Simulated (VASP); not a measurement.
Here is a VASP 6.6.1 calculation.

Contents of INCAR:

```
SYSTEM = Sn
PREC = Accurate
ENCUT = 520
EDIFF = 1E-7
ISMEAR = -1
SIGMA = 0.1
LREAL = .False.
LASPH = .True.
NELM = 80
ALGO = Normal
ISIF = 2
LWAVE = .False.
LCHARG = .False.
GGA = PE
NBANDS = 13
```

KPOINTS

```
regular mesh
0
Gamma
  14 14 14
  0 0 0
```

File POSCAR:

```
Sn
1.0
   -1.7678816667      1.7678816667      1.7678816667
    1.7678816667     -1.7678816667      1.7678816667
    1.7678816667      1.7678816667     -1.7678816667
Sn
1
Direct
    0.0000000000      0.0000000000      0.0000000000
```

Potentials or basis: VASP PAW PBE potentials, release 64 (Sn_d).

Launch:

```sh
$ cat potpaw_PBE.64/Sn_d/POTCAR > POTCAR
$ mpirun -np 1 vasp_std > vasp.out
```

Question: Predict the band gap on the k mesh.

Answer: Zero (band 7 reaches 20.97 eV, above the bottom of band 8 at 7.73 eV).

Question: Predict the pressure.

Answer: 18.1 GPa.

Caveat: spin-orbit coupling is left out, which moves the levels of the heavy elements.
